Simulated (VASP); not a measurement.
# Al in VASP: further runs

Al is run at these levels: PBE; tasks: single point.

Everything below comes from runs of VASP 6.6.1. Logs are shortened: lines on timing, memory, paths and dates and some standing lists are left out, and cuts for length are marked.

## 1. The cell of the first run

The cell holds a slab with vacuum, 13 atoms: a = 5.714 Å, b = 5.714 Å, c = 19.675 Å, α = 90.00°, β = 90.00°, γ = 90.00°.

## 2. Single point, PBE

INCAR reads:

```
SYSTEM = Al
  PREC = Accurate
  ENCUT = 520
  EDIFF = 1E-6
  ISMEAR = 0
  SIGMA = 0.1
  LREAL = .FALSE.
  LASPH = .TRUE.
  NELM = 80
  ALGO = Normal
  ISIF = 2
  LWAVE = .FALSE.
  LCHARG = .FALSE.
  LDIPOL = .TRUE.
  IDIPOL = 3
  DIPOL = 0.5 0.5 0.326
  GGA = PE
  NBANDS = 32
```

KPOINTS reads:

```
Automatic mesh
0
G
  5 5 1
  0 0 0
```

POSCAR reads:

```
Al
1.0
    5.7135165838      0.0000000000      0.0000000000
    0.0000000000      5.7135165838      0.0000000000
    0.0000000000      0.0000000000     19.6746954281
Al
13
Direct
    0.2500000000      0.2500000000      0.2033068321
    0.2500000000      0.7500000000      0.2033068321
    0.7500000000      0.2500000000      0.2033068321
    0.7500000000      0.7500000000      0.2033068321
    0.0000000000      0.0000000000      0.3092728605
    0.0000000000      0.5000000000      0.3092728605
    0.5000000000      0.0000000000      0.3092728605
    0.5000000000      0.5000000000      0.3092728605
    0.2500000000      0.2500000000      0.4154928577
    0.2500000000      0.7500000000      0.4154928577
    0.7500000000      0.2500000000      0.4154928577
    0.7500000000      0.7500000000      0.4154928577
    0.4166666667      0.5000000000      0.5215890162
```

Potentials or basis: VASP PAW PBE potentials, release 64 (Al).

On the command line:

```bash
cat potpaw_PBE.64/Al/POTCAR > POTCAR
mpirun -np 1 vasp_std > vasp.out
```

OUTCAR:

```text
SYSTEM = Al
   PREC = Accurate
   ENCUT = 520
   EDIFF = 1E-6
   ISMEAR = 0
   LREAL = .FALSE.
   LASPH = .TRUE.
   NELM = 80
   ISIF = 2
   GGA = PE

 ion  position               nearest neighbor table
   1  0.250  0.250  0.203-   2 2.86   3 2.86   2 2.86   3 2.86   7 2.90   8 2.90   5 2.90   6 2.90

   2  0.250  0.750  0.203-   1 2.86   4 2.86   1 2.86   4 2.86   7 2.90   8 2.90   5 2.90   6 2.90

   3  0.750  0.250  0.203-   1 2.86   4 2.86   4 2.86   1 2.86   7 2.90   8 2.90   5 2.90   6 2.90
[... 4 lines left out ...]
                            11 2.91  12 2.91   9 2.91  10 2.91
   6  0.000  0.500  0.309-   5 2.86   8 2.86   5 2.86   8 2.86   1 2.90   2 2.90   3 2.90   4 2.90
                            11 2.91  12 2.91   9 2.91  10 2.91
   7  0.500  0.000  0.309-   5 2.86   8 2.86   8 2.86   5 2.86   1 2.90   2 2.90   3 2.90   4 2.90
                            11 2.91  12 2.91   9 2.91  10 2.91
   8  0.500  0.500  0.309-   6 2.86   7 2.86   7 2.86   6 2.86   1 2.90   2 2.90   3 2.90   4 2.90
                            11 2.91  12 2.91   9 2.91  10 2.91
   9  0.250  0.250  0.415-  13 2.70  11 2.86  10 2.86  10 2.86  11 2.86   6 2.91   7 2.91   8 2.91
                             5 2.91
  10  0.250  0.750  0.415-  13 2.70  12 2.86   9 2.86   9 2.86  12 2.86   6 2.91   7 2.91   8 2.91
                             5 2.91
  11  0.750  0.250  0.415-   9 2.86  12 2.86  12 2.86   9 2.86   5 2.91   6 2.91   7 2.91   8 2.91
                            13 3.17
  12  0.750  0.750  0.415-  10 2.86  11 2.86  11 2.86  10 2.86   5 2.91   6 2.91   7 2.91   8 2.91
                            13 3.17
  13  0.417  0.500  0.522-   9 2.70  10 2.70  11 3.17  12 3.17

  LATTYP: Found a simple tetragonal cell.
 ALAT       =     5.7135165838
 C/A-ratio  =     3.4435351923

  Lattice vectors:

 A1 = (   5.7135165838,   0.0000000000,   0.0000000000)
 A2 = (   0.0000000000,   5.7135165838,   0.0000000000)
 A3 = (   0.0000000000,   0.0000000000,  19.6746954281)

Analysis of symmetry for initial positions (statically):
=====================================================================
 Subroutine PRICEL returns:
 Original cell was already a primitive cell.

 Routine SETGRP: Setting up the symmetry group for a
 simple tetragonal supercell.

 Subroutine GETGRP returns: Found  2 space group operations
 (whereof  2 operations were pure point group operations)
 out of a pool of 16 trial point group operations.

The static configuration has the point symmetry C_1h.

Analysis of symmetry for dynamics (positions and initial velocities):
=====================================================================
 Subroutine PRICEL returns:
 Original cell was already a primitive cell.

 Routine SETGRP: Setting up the symmetry group for a
[... 137 lines left out ...]
   GGA     = PE    functional components
   LHFCALC =     F    Hartree Fock is set to
   AEXX    =    0.0000 exact exchange contribution
   IVDW    =     0    specifies the selected vdW correction
   LEPSILON=     F    determine dielectric tensor
   LRPA    =     F    only Hartree local field effects (RPA)
 non-spin polarized calculation
 Gauss-broadening in eV      SIGMA  =   0.10
  energy-cutoff  :      520.00
  volume of cell :      642.27
 maximum number of plane-waves:     17320
   NGX = 21   NGY = 21   NGZ = 73

 dipolmoment           0.000000      0.000000     -0.002152 electrons x Angstroem

 number of electron      38.9999999 magnetization

 dipolmoment           0.000000      0.000000      0.005039 electrons x Angstroem

 Free energy of the ion-electron system (eV)
  ---------------------------------------------------
  ext. energy  EPLUGINS =         0.00000000
  ---------------------------------------------------
  free energy    TOTEN  =       -44.23342711 eV

  energy without entropy =      -44.21654921  energy(sigma->0) =      -44.22498816

 E-fermi :  -0.1717     XC(G=0):  -4.5975

 val. band max:       -0.2761778189   @ k =   0.4000   0.2000   0.0000
 cond. band min:      -0.1242944870   @ k =   0.2000   0.2000   0.0000
 fundamental gap:      0.1518833320
 Fermi energy:        -0.1716995505

 k-point     1 :       0.0000    0.0000    0.0000
  band No.  band energies     occupation
      1     -10.3735      2.00000
      2      -8.4127      2.00000
      3      -6.1133      2.00000
      4      -5.9742      2.00000
      5      -5.9445      2.00000
      6      -5.8274      2.00000
[... 295 lines left out ...]
     30       2.6092      0.00000
     31       2.6643      0.00000
 [bands above 31 left out]

------------------------ aborting loop because EDIFF is reached ----------------------------------------

 vacuum level on the upper side and lower side of the slab       (xc-potential included)        -0.185        -0.155

  FORCE on cell =-STRESS in cart. coord.  units (eV):
  Direction    XX          YY          ZZ          XY          YZ          ZX
  --------------------------------------------------------------------------------------
  -------------------------------------------------------------------------------------
  Total       -8.0590424     -7.6789665     -0.0618223      0.0000000      0.0000000      1.0681502
  in kB      -20.1038400    -19.1557144     -0.1542201      0.0000000      0.0000000      2.6645747
  external PRESSURE =     -13.1379248 kB  Pullay stress =       0.0000000 kB

 VOLUME and BASIS-vectors are now :
 -----------------------------------------------------------------------------
  energy-cutoff  :      520.00
  volume of cell :      642.27
      direct lattice vectors                 reciprocal lattice vectors
     5.713516584  0.000000000  0.000000000     0.175023558  0.000000000  0.000000000
     0.000000000  5.713516584  0.000000000     0.000000000  0.175023558  0.000000000
     0.000000000  0.000000000 19.674695428     0.000000000  0.000000000  0.050826708

 POSITION                                       TOTAL-FORCE (eV/Angst)
 -----------------------------------------------------------------------------------
      1.42838      1.42838      4.00000         0.020285     -0.016552     -0.003491
      1.42838      4.28514      4.00000         0.020285      0.016552     -0.003491
      4.28514      1.42838      4.00000        -0.007819      0.050229     -0.037987
      4.28514      4.28514      4.00000        -0.007819     -0.050229     -0.037987
      0.00000      0.00000      6.08485         0.041551      0.000000      0.038439
      0.00000      2.85676      6.08485        -0.057362      0.000000      0.057908
      2.85676      0.00000      6.08485        -0.019047      0.000000      0.074625
      2.85676      2.85676      6.08485         0.004473      0.000000      0.020048
      1.42838      1.42838      8.17470        -0.223683     -0.285909     -0.213725
      1.42838      4.28514      8.17470        -0.223683      0.285909     -0.213725
      4.28514      1.42838      8.17470        -0.039091      0.028449      0.158624
      4.28514      4.28514      8.17470        -0.039091     -0.028449      0.158624
      2.38063      2.85676     10.26211         0.531003      0.000000      0.002140
 -----------------------------------------------------------------------------------
    total drift:                                0.000014     -0.000000      0.000008

  FREE ENERGIE OF THE ION-ELECTRON SYSTEM (eV)
  ---------------------------------------------------
  free  energy   TOTEN  =       -44.2334271102 eV

  energy  without entropy=      -44.2165492079  energy(sigma->0) =      -44.22498816

 vacuum level on the upper side and lower side of the slab         4.061         4.086
```

stdout:

```text
POSCAR found type information on POSCAR Al
 POSCAR found :  1 types and      13 ions
 scaLAPACK will be used
 LDA part: xc-table for (Slater+PW92), standard interpolation
 POSCAR, INCAR and KPOINTS ok, starting setup
 FFT: planning ... GRIDC
 FFT: planning ... GRID_SOFT
 FFT: planning ... GRID
 WAVECAR not read
 entering main loop
```

It took 3.2 min on 1 thread of Intel Xeon 6975P-C (Granite Rapids), shared host; peak memory 0.59 GiB.

What came out:

```
Free energy            : -44.2334 eV
Largest force          : 0.531 eV/Å
Band gap on the k mesh : zero (an odd number of electrons rules out a gap without spin polarisation)
```

Forces in eV/Å, atoms in the order of the input:
```
Al   0.020 -0.017 -0.003
Al   0.020  0.017 -0.003
Al  -0.008  0.050 -0.038
Al  -0.008 -0.050 -0.038
Al   0.042  0.000  0.038
Al  -0.057  0.000  0.058
Al  -0.019  0.000  0.075
Al   0.004  0.000  0.020
Al  -0.224 -0.286 -0.214
Al  -0.224  0.286 -0.214
Al  -0.039  0.028  0.159
Al  -0.039 -0.028  0.159
Al   0.531  0.000  0.002
```

## 3. Single point, PBE

INCAR reads:

```
SYSTEM = Al
ALGO = Normal
DIPOL = 0.5 0.5 0.326
EDIFF = 1E-7
ENCUT = 520
GGA = PE
IDIPOL = 3
ISIF = 2
ISMEAR = 0
LASPH = .TRUE.
LCHARG = .TRUE.
LDIPOL = .TRUE.
LELF = .TRUE.
LREAL = .FALSE.
LVACPOTAV = .TRUE.
LVHAR = .TRUE.
LWAVE = .FALSE.
NBANDS = 32
NELM = 100
PREC = Accurate
SIGMA = 0.1
```

KPOINTS reads:

```
k-points
0
G
  5 5 1
  0 0 0
```

POSCAR, as its differences from that of step 2:

```diff
@@ -20,2 +20,2 @@
     0.7500000000      0.7500000000      0.4154928577
-    0.4166666667      0.5000000000      0.5215890162
+    0.3333333333      0.5000000000      0.5310385689
```

Potentials or basis: VASP PAW PBE potentials, release 64 (Al).

On the command line:

```bash
cat potpaw_PBE.64/Al/POTCAR > POTCAR
mpirun -np 1 vasp_std > vasp.out
```

Run time: 4 min. Hardware: 1 thread of Intel Xeon 6975P-C (Granite Rapids), shared host; peak memory 0.59 GiB.

The run converged. Its results:

| Property | Result |
| --- | --- |
| Free energy | -44.0215 eV |
| Largest force | 0.348 eV/Å |
| Band gap on the k mesh | zero (an odd number of electrons rules out a gap without spin polarisation) |

Forces on the atoms (eV/Å):
```
Al   0.011 -0.068 -0.004
Al   0.011  0.068 -0.004
Al  -0.002  0.083 -0.045
Al  -0.002 -0.083 -0.045
Al   0.061  0.000  0.063
Al  -0.062  0.000  0.051
Al  -0.048  0.000  0.092
Al   0.021  0.000  0.018
Al  -0.103 -0.254 -0.214
Al  -0.103  0.254 -0.214
Al  -0.054  0.068  0.148
Al  -0.054 -0.068  0.148
Al   0.323  0.000  0.007
```

Levels at points of the mesh, in eV from the Fermi level:
```tsv
k point	band 17	band 18	band 19	band 20	band 21	band 22	band 23	band 24
(0.00, 0.00, 0.00)	-0.96	-0.81	-0.51	-0.35	-0.28	-0.11	-0.10	0.82
```

The gap in the log of VASP goes by the Fermi energy; the results here count the filled bands.